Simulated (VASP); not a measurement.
# Ti3O in VASP: notebook

Runs on Ti3O. Level: r2SCAN. Tasks: single point.

Everything below comes from runs of VASP 6.6.1. Logs are shortened: lines on timing, memory, paths and dates and some standing lists are left out, and cuts for length are marked.

## (1) The cell of the first run

The cell holds a slab with vacuum, 4 atoms: a = 2.936 Å, b = 2.936 Å, c = 23.636 Å, α = 90.00°, β = 90.00°, γ = 120.00°.

## (2) Single point, r2SCAN

Contents of POSCAR:

```
Ti3O
1.0
    2.9357969426      0.0000000000      0.0000000000
   -1.4678984713      2.5424747326      0.0000000000
    0.0000000000      0.0000000000     23.6361929063
Ti O
3 1
Direct
    0.3333333333      0.6666666666      0.3596179822
    0.6666666667      0.3333333334      0.4531964183
    0.3333333333      0.6666666666      0.5467425953
    0.3333333333      1.1666666667      0.5785854058
```

Contents of INCAR.step1:

```
SYSTEM = Ti3O
PREC     = Accurate       ! precision mode
ENCUT    = 520            ! plane-wave cutoff, eV
ISMEAR   = 0              ! smearing method
SIGMA    = 0.1            ! smearing width, eV
LREAL    = .FALSE.        ! projectors in reciprocal space
LASPH    = .TRUE.         ! aspherical terms in the spheres
NELM     = 80             ! most SCF steps
LDIPOL   = .TRUE.       
IDIPOL   = 3            
DIPOL    = 0.5 0.5 0.485
NBANDS   = 29             ! bands
GGA      = PE             ! functional
ALGO     = Normal         ! electronic algorithm
EDIFF    = 1E-4           ! SCF threshold, eV
LWAVE    = .TRUE.         ! write WAVECAR
LCHARG   = .FALSE.        ! write CHGCAR
```

Contents of INCAR.step2:

```
SYSTEM = Ti3O
PREC     = Accurate       ! precision mode
ENCUT    = 520            ! plane-wave cutoff, eV
EDIFF    = 1E-7           ! SCF threshold, eV
ISMEAR   = 0              ! smearing method
SIGMA    = 0.1            ! smearing width, eV
LREAL    = .FALSE.        ! projectors in reciprocal space
LASPH    = .TRUE.         ! aspherical terms in the spheres
NELM     = 80             ! most SCF steps
ALGO     = Normal         ! electronic algorithm
ISIF     = 2              ! what is computed and relaxed
LWAVE    = .FALSE.        ! write WAVECAR
LCHARG   = .FALSE.        ! write CHGCAR
LDIPOL   = .TRUE.       
IDIPOL   = 3            
DIPOL    = 0.5 0.5 0.485
METAGGA  = R2SCAN         ! meta-GGA
LMIXTAU  = .TRUE.       
NBANDS   = 29             ! bands
ISTART   = 1
```

Contents of KPOINTS:

```
regular mesh
0
G
  12 12 1
  0 0 0
```

Potentials or basis: VASP PAW PBE potentials, release 64 (Ti_sv, O).

Command:

```sh
$ cat potpaw_PBE.64/Ti_sv/POTCAR potpaw_PBE.64/O/POTCAR > POTCAR
$ cp INCAR.step1 INCAR
$ mpirun -np 1 vasp_std > vasp.out
$ cp INCAR.step2 INCAR
$ mpirun -np 1 vasp_std > vasp.out
```

OUTCAR:

```text
SYSTEM = Ti3O
   PREC = Accurate
   ENCUT = 520
   EDIFF = 1E-7
   ISMEAR = 0
   LREAL = .FALSE.
   LASPH = .TRUE.
   NELM = 80
   ISIF = 2
   METAGGA = R2SCAN
   ISTART = 1

 ion  position               nearest neighbor table
   1  0.333  0.667  0.360-   2 2.79   2 2.79   2 2.79
   2  0.667  0.333  0.453-   3 2.79   3 2.79   3 2.79   1 2.79   1 2.79   1 2.79
   3  0.333  0.667  0.547-   4 1.65   4 1.65   2 2.79   2 2.79   2 2.79
   4  0.333  0.167  0.579-   3 1.65   3 1.65

  LATTYP: Found a hexagonal cell.
 ALAT       =     2.9357969426
 C/A-ratio  =     8.0510312424

  Lattice vectors:

 A1 = (   2.9357969426,   0.0000000000,   0.0000000000)
 A2 = (  -1.4678984713,   2.5424747326,   0.0000000000)
 A3 = (   0.0000000000,   0.0000000000,  23.6361929063)

Analysis of symmetry for initial positions (statically):
=====================================================================
 Subroutine PRICEL returns:
 Original cell was already a primitive cell.

 Routine SETGRP: Setting up the symmetry group for a
 hexagonal supercell.

 Subroutine GETGRP returns: Found  2 space group operations
 (whereof  2 operations were pure point group operations)
 out of a pool of 24 trial point group operations.

The static configuration has the point symmetry C_1h.

Analysis of symmetry for dynamics (positions and initial velocities):
=====================================================================
 Subroutine PRICEL returns:
 Original cell was already a primitive cell.

 Routine SETGRP: Setting up the symmetry group for a
 hexagonal supercell.

 Subroutine GETGRP returns: Found  2 space group operations
 (whereof  2 operations were pure point group operations)
 out of a pool of 24 trial point group operations.

The dynamic configuration has the point symmetry C_1h.

 Subroutine INISYM returns: Found  2 space group operations
 (whereof  2 operations are pure point group operations),
 and found     1 'primitive' translations

----------------------------------------------------------------------------------------

                                     Primitive cell

  volume of cell :     176.4250

  direct lattice vectors                    reciprocal lattice vectors
     2.935796943  0.000000000  0.000000000     0.340623013  0.196658788  0.000000000
    -1.467898471  2.542474733  0.000000000     0.000000000  0.393317576  0.000000000
     0.000000000  0.000000000 23.636192906     0.000000000  0.000000000  0.042307998

  length of vectors
     2.935796943  2.935796943 23.636192906     0.393317576  0.393317576  0.042307998

  position of ions in fractional coordinates (direct lattice)
     0.333333333  0.666666667  0.359617982
     0.666666667  0.333333333  0.453196418
     0.333333333  0.666666667  0.546742595
     0.333333333  0.166666667  0.578585406

  ion indices of the primitive-cell ions
   primitive index   ion index
                 1           1
                 2           2
                 3           3
                 4           4

----------------------------------------------------------------------------------------

 KPOINTS: regular mesh

Automatic generation of k-mesh.
 Grid dimensions read from file:
 generate k-points for:   12   12    1

 Generating k-lattice:

  Cartesian coordinates                     Fractional coordinates (reciprocal lattice)
     0.028385251  0.016388232  0.000000000     0.083333333  0.000000000  0.000000000
     0.000000000  0.032776465  0.000000000     0.000000000  0.083333333  0.000000000
     0.000000000  0.000000000  0.042307998     0.000000000  0.000000000  1.000000000

  Length of vectors
     0.032776465  0.032776465  0.042307998

  Shift w.r.t. Gamma in fractional coordinates (k-lattice)
     0.000000000  0.000000000  0.000000000

 Subroutine IBZKPT returns following result:
 ===========================================

 Found     43 irreducible k-points:

 Following reciprocal coordinates:
            Coordinates               Weight
  0.000000  0.000000  0.000000      1.000000
  0.083333  0.000000  0.000000      2.000000
  0.000000  0.083333  0.000000      4.000000
  0.166667  0.000000  0.000000      2.000000
  0.000000  0.166667  0.000000      4.000000
  0.250000  0.000000  0.000000      2.000000
[... 16 lines left out ...]
 -0.083333  0.416667  0.000000      4.000000
 -0.416667  0.333333  0.000000      4.000000
 [... further k-points ...]
   k-points           NKPTS =     43   k-points in BZ     NKDIM =     43   number of bands    NBANDS=     29
   number of dos      NEDOS =    301   number of ions     NIONS =      4
   total plane-waves  NPLWV = 103680
   dimension x,y,z NGX =    24 NGY =   24 NGZ =  180
   dimension x,y,z NGXF=    48 NGYF=   48 NGZF=  360
   ions per type =               3   1
   NGX,Y,Z   is equivalent  to a cutoff of  13.59, 13.59, 12.66 a.u.
   NGXF,Y,Z  is equivalent  to a cutoff of  27.18, 27.18, 25.32 a.u.
 SYSTEM =  Ti3O
   PREC   = accura    normal or accurate (medium, high low for compatibility)
   ISTART =      1    job   : 0-new  1-cont  2-samecut
   ICHARG =      0    charge: 1-file 2-atom 10-const
   ISPIN  =      1    spin polarized calculation?
   LNONCOLLINEAR =      F non collinear calculations
   LSORBIT =      F    spin-orbit coupling
   LASPH  =      T    aspherical Exc in radial PAW
   ENCUT  =  520.0 eV  38.22 Ry    6.18 a.u.   5.46  5.46 43.95*2*pi/ulx,y,z
   NELM   =     80;   NELMIN=  2; NELMDL=  0     # of ELM steps
   EDIFF  = 0.1E-06   stopping-criterion for ELM
   LREAL  =      F    real-space projection
   EDIFFG = 0.1E-05   stopping-criterion for IOM
   NSW    =      0    number of steps for IOM
   IBRION =     -1    ionic relax: 0-MD 1-quasi-New 2-CG
   NFREE  =      0    steps in history (QN), initial steepest desc. (CG)
   ISIF   =      2    stress and relaxation
   ISYM   =      2    0-nonsym 1-usesym 2-fastsym
   POTIM  = 0.5000    time-step for ionic-motion
   TEBEG  =    0.0;   TEEND  =   0.0 temperature during run
   PSTRESS=    0.0 pullay stress
   NELECT =      42.0000    total number of electrons
   NUPDOWN=      -1.0000    fix difference up-down
   EMIN   =  10.00;   EMAX   =-10.00  energy-range for DOS
   EFERMI =   0.00;   METHOD = LEGACY
   ISMEAR =     0;   SIGMA  =   0.10  broadening in eV -4-tet -1-fermi 0-gaus
   EFERMI_NEDOS =   21; number of points for ismear=-14 and -15
   IALGO  =     38    algorithm
   IMIX   =      4    mixing-type and parameters
     AMIX     =   0.40;   BMIX     =  1.00
     AMIX_MAG =   1.60;   BMIX_MAG =  1.00
  volume/ion in A,a.u.               =      44.11       297.64
  Fermi-wavevector in a.u.,A,eV,Ry     =   1.014623  1.917359 14.006640  1.029459
  Thomas-Fermi vector in A             =   2.147861
   LORBIT       =      0    0 simple, 1 ext, 2 COOP (PROOUT), +10 PAW based schemes
   METAGGA = R2SCAN    functional components
   LHFCALC =     F    Hartree Fock is set to
   AEXX    =    0.0000 exact exchange contribution
   IVDW    =     0    specifies the selected vdW correction
   LEPSILON=     F    determine dielectric tensor
   LRPA    =     F    only Hartree local field effects (RPA)
 non-spin polarized calculation
 Gauss-broadening in eV      SIGMA  =   0.10
  energy-cutoff  :      520.00
  volume of cell :      176.43
 maximum number of plane-waves:      4833
 NGX is ok and might be reduce to    24
   NGX = 11   NGY = 11   NGZ = 87

 number of electron      41.9999992 magnetization

 dipolmoment           0.000000      0.000000     -0.031426 electrons x Angstroem

 Free energy of the ion-electron system (eV)
  ---------------------------------------------------
  ext. energy  EPLUGINS =         0.00000000
  ---------------------------------------------------
  free energy    TOTEN  =       -46.46575323 eV

  energy without entropy =      -46.43281829  energy(sigma->0) =      -46.44928576

 E-fermi :  -0.0784     XC(G=0):  -4.5346

 val. band max:       -0.0818423841   @ k =  -0.0833   0.1667   0.0000
 cond. band min:      -0.0689905448   @ k =  -0.4167   0.2500   0.0000
 fundamental gap:      0.0128518393
 Fermi energy:        -0.0783955876

 k-point     1 :       0.0000    0.0000    0.0000
  band No.  band energies     occupation
      1     -59.7371      2.00000
      2     -59.3400      2.00000
      3     -58.9777      2.00000
      4     -35.2902      2.00000
      5     -35.1048      2.00000
      6     -34.7092      2.00000
[... 21 lines left out ...]
     28       1.9708      0.00000
     29       2.3465      0.00000

 k-point     2 :       0.0833    0.0000    0.0000
  band No.  band energies     occupation
      1     -59.7315      2.00000
      2     -59.3346      2.00000
      3     -58.9733      2.00000
      4     -35.2983      2.00000
      5     -35.0947      2.00000
      6     -34.7150      2.00000
[... 21 lines left out ...]
     28       1.9035      0.00000
     29       2.2994      0.00000

 k-point     3 :       0.0000    0.0833    0.0000
  band No.  band energies     occupation
      1     -59.7292      2.00000
      2     -59.3346      2.00000
      3     -58.9732      2.00000
      4     -35.3931      2.00000
      5     -35.0726      2.00000
      6     -34.7033      2.00000
[... 21 lines left out ...]
     28       1.8913      0.00000
     29       2.2822      0.00000

 k-point     4 :       0.1667    0.0000    0.0000
  band No.  band energies     occupation
      1     -59.7160      2.00000
      2     -59.3195      2.00000
      3     -58.9610      2.00000
      4     -35.3202      2.00000
      5     -35.0674      2.00000
      6     -34.7977      2.00000
[... 597 lines left out ...]
     28       2.9934      0.00000
     29       3.3523      0.00000

 k-point    23 :      -0.0833    0.4167    0.0000
  band No.  band energies     occupation
      1     -59.6303      2.00000
      2     -59.2678      2.00000
      3     -58.9192      2.00000
      4     -36.3735      2.00000
      5     -34.8890      2.00000
      6     -34.7971      2.00000
[... 21 lines left out ...]
     28       2.6089      0.00000
     29       3.0159      0.00000

 k-point    24 :      -0.4167    0.3333    0.0000
  band No.  band energies     occupation
      1     -59.6368      2.00000
      2     -59.2678      2.00000
      3     -58.9192      2.00000
      4     -36.2166      2.00000
      5     -34.9048      2.00000
      6     -34.8396      2.00000
[... 21 lines left out ...]
     28       2.8625      0.00000
     29       3.2643      0.00000

 [... further k-points ...]

------------------------ aborting loop because EDIFF is reached ----------------------------------------

 vacuum level on the upper side and lower side of the slab       (xc-potential included)        -0.366         0.381

  FORCE on cell =-STRESS in cart. coord.  units (eV):
  Direction    XX          YY          ZZ          XY          YZ          ZX
  --------------------------------------------------------------------------------------
  -------------------------------------------------------------------------------------
  Total        6.3478634     14.8912953      8.9277800     -7.3988290     -0.1598956     -0.2769659
  in kB       57.6471673    135.2330593     81.0762915    -67.1913534     -1.4520681     -2.5152239
  external PRESSURE =      91.3188394 kB  Pullay stress =       0.0000000 kB

 VOLUME and BASIS-vectors are now :
 -----------------------------------------------------------------------------
  energy-cutoff  :      520.00
  volume of cell :      176.43
      direct lattice vectors                 reciprocal lattice vectors
     2.935796943  0.000000000  0.000000000     0.340623013  0.196658788  0.000000000
    -1.467898471  2.542474733  0.000000000     0.000000000  0.393317576  0.000000000
     0.000000000  0.000000000 23.636192906     0.000000000  0.000000000  0.042307998

 POSITION                                       TOTAL-FORCE (eV/Angst)
 -----------------------------------------------------------------------------------
     -0.00000      1.69498      8.50000         0.017527      0.010119      0.188954
      1.46790      0.84749     10.71184         0.003989      0.002303     -1.795288
     -0.00000      1.69498     12.92291         0.231580      0.133703     -6.151649
      0.73395      0.42375     13.67556        -0.253097     -0.146126      7.757983
 -----------------------------------------------------------------------------------
    total drift:                                0.000080      0.000046     -0.003420

  FREE ENERGIE OF THE ION-ELECTRON SYSTEM (eV)
  ---------------------------------------------------
  free  energy   TOTEN  =       -46.4657532343 eV

  energy  without entropy=      -46.4328182891  energy(sigma->0) =      -46.44928576

 vacuum level on the upper side and lower side of the slab         3.870         4.634
```

Wall time 21 min (1 thread of Intel Xeon 6975P-C (Granite Rapids), shared host); peak memory 0.48 GiB.

What came out:

```
Free energy            : -46.4658 eV
Largest force          : 7.763 eV/Å
Band gap on the k mesh : zero (bands 21 and 22 overlap by 0.37 eV)
```

Forces on the atoms (eV/Å):
```
Ti   0.018  0.010  0.189
Ti   0.004  0.002 -1.795
Ti   0.232  0.134 -6.152
O   -0.253 -0.146  7.758
```

Caveat: the PAW data sets were made with another functional, which shifts forces and pressure a little.

## (3) Single point, r2SCAN

Edit POSCAR of step 2 so:

```diff
@@ -11,2 +11,2 @@
     0.3333333333      0.6666666666      0.5467425953
-    0.3333333333      1.1666666667      0.5785854058
+    0.3333333333      1.1666666667      0.6208934037
```

Contents of INCAR.step1:

```
PREC = Accurate ; ENCUT = 520
ISMEAR = 0 ; SIGMA = 0.1
LREAL = False ; LASPH = True
NELM = 80 ; LDIPOL = True
IDIPOL = 3 ; DIPOL = 0.5 0.5 0.495
NBANDS = 29 ; GGA = PE
ALGO = Normal ; EDIFF = 1E-4
LWAVE = True ; LCHARG = False
```

Contents of INCAR.step2:

```
PREC = Accurate ; ENCUT = 520
EDIFF = 1E-6 ; ISMEAR = 0
SIGMA = 0.1 ; LREAL = False
LASPH = True ; NELM = 80
ALGO = Normal ; ISIF = 2
LWAVE = False ; LCHARG = True
LDIPOL = True ; IDIPOL = 3
DIPOL = 0.5 0.5 0.495 ; METAGGA = R2SCAN
LMIXTAU = True ; LELF = True
LVHAR = True ; LVACPOTAV = True
NBANDS = 29 ; ISTART = 1
```

Contents of KPOINTS:

```
regular mesh
0
Gamma
  12 12 1
```

Potentials or basis: VASP PAW PBE potentials, release 64 (Ti_sv, O).

Command:

```sh
$ cat potpaw_PBE.64/Ti_sv/POTCAR potpaw_PBE.64/O/POTCAR > POTCAR
$ cp INCAR.step1 INCAR
$ mpirun -np 1 vasp_std > vasp.out
$ cp INCAR.step2 INCAR
$ mpirun -np 1 vasp_std > vasp.out
```

It took 17 min on 1 thread of Intel Xeon 6975P-C (Granite Rapids), shared host; peak memory 0.46 GiB.

The run converged. Its results:

| Item | Value |
| --- | --- |
| Free energy | -44.4812 eV |
| Largest force | 6.874 eV/Å |
| Band gap on the k mesh | zero (bands 21 and 22 overlap by 0.94 eV) |

Forces in eV/Å, atoms in the order of the input:
```
Ti  -0.008 -0.004  0.057
Ti  -0.051 -0.029 -0.791
Ti   0.124  0.072  6.873
O   -0.066 -0.038 -6.139
```

Levels at points of the mesh, in eV from the Fermi level:
```
           k point  band 19  band 20  band 21  band 22  band 23  band 24
(0.00, 0.00, 0.00)    -0.01     0.18     0.75     0.79     0.82     0.87
(0.50, 0.00, 0.00)    -1.00    -0.99     0.15     0.39     1.02     1.29
(0.00, 0.50, 0.00)    -1.28    -0.87    -0.05     0.38     0.89     1.40
```

Caveat: the PAW data sets were made with another functional, which shifts forces and pressure a little.

## (4) Single point, r2SCAN

Edit POSCAR of step 3 so:

```diff
@@ -11,2 +11,2 @@
     0.3333333333      0.6666666666      0.5467425953
-    0.3333333333      1.1666666667      0.6208934037
+    0.3333333333      1.1666666667      0.6420474027
```

Contents of INCAR.step1:

```
SYSTEM = Ti3O
PREC     = Accurate       ! precision mode
ENCUT    = 520            ! plane-wave cutoff, eV
ISMEAR   = 0              ! smearing method
SIGMA    = 0.1            ! smearing width, eV
LREAL    = .False.        ! projectors in reciprocal space
LASPH    = .True.         ! aspherical terms in the spheres
NELM     = 60             ! most SCF steps
LDIPOL   = .True.       
IDIPOL   = 3            
DIPOL    = 0.5 0.5 0.500
NBANDS   = 29             ! bands
GGA      = PE             ! functional
ALGO     = Normal         ! electronic algorithm
EDIFF    = 1E-4           ! SCF threshold, eV
LWAVE    = .True.         ! write WAVECAR
LCHARG   = .False.        ! write CHGCAR
```

Contents of INCAR.step2:

```
SYSTEM = Ti3O
PREC     = Accurate       ! precision mode
ENCUT    = 520            ! plane-wave cutoff, eV
EDIFF    = 1E-7           ! SCF threshold, eV
ISMEAR   = 0              ! smearing method
SIGMA    = 0.1            ! smearing width, eV
LREAL    = .False.        ! projectors in reciprocal space
LASPH    = .True.         ! aspherical terms in the spheres
NELM     = 60             ! most SCF steps
ALGO     = Normal         ! electronic algorithm
ISIF     = 2              ! what is computed and relaxed
LWAVE    = .False.        ! write WAVECAR
LCHARG   = .False.        ! write CHGCAR
LDIPOL   = .True.       
IDIPOL   = 3            
DIPOL    = 0.5 0.5 0.500
METAGGA  = R2SCAN         ! meta-GGA
LMIXTAU  = .True.       
NBANDS   = 29             ! bands
ISTART   = 1
```

Contents of KPOINTS:

```
Automatic mesh
0
Gamma
  12 12 1
  0 0 0
```

Command:

```sh
$ cat potpaw_PBE.64/Ti_sv/POTCAR potpaw_PBE.64/O/POTCAR > POTCAR
$ cp INCAR.step1 INCAR
$ mpirun -np 1 vasp_std > vasp.out
$ cp INCAR.step2 INCAR
$ mpirun -np 1 vasp_std > vasp.out
```

Wall time 25 min (1 thread of Intel Xeon 6975P-C (Granite Rapids), shared host); peak memory 0.47 GiB.

It converged, with:

```
Free energy            : -41.9685 eV
Largest force          : 4.303 eV/Å
Band gap on the k mesh : zero (bands 21 and 22 overlap by 1.03 eV)
```

Forces in eV/Å, atoms in the order of the input:
```
Ti   0.001  0.001  0.054
Ti   0.001  0.000 -0.390
Ti   0.042  0.024  4.303
O   -0.044 -0.025 -3.967
```

Levels at points of the mesh, in eV from the Fermi level:
| k point | band 18 | band 19 | band 20 | band 21 | band 22 | band 23 | band 24 | band 25 |
| --- | --- | --- | --- | --- | --- | --- | --- | --- |
| (0.00, 0.00, 0.00) | -0.02 | 0.35 | 0.46 | 0.71 | 0.74 | 0.77 | 0.85 | 0.86 |
| (0.50, 0.00, 0.00) | -1.32 | -1.03 | -0.37 | -0.13 | 0.28 | 0.94 | 1.15 | 1.40 |
| (0.00, 0.50, 0.00) | -1.51 | -1.12 | -0.88 | 0.01 | 0.34 | 0.88 | 1.26 | 1.40 |

Caveat: the PAW data sets were made with another functional, which shifts forces and pressure a little.

## (5) Summary

```csv
cell,gap on the mesh (eV),largest force (eV/Å)
"as given, atomic positions A",none,7.76
"as given, atomic positions B",none,6.87
"as given, atomic positions C",none,4.30
```

Alike in all rows: task single point; level r2SCAN; potentials or basis VASP PAW PBE potentials, release 64 (Ti_sv, O); no spin polarisation; k mesh 12 × 12 × 1; cutoff (eV) 520; smearing gaussian 0.1 eV.

Caveats: the PAW data sets were made with another functional, which shifts forces and pressure a little.

Absolute energies hang on the potentials; compare differences alone.
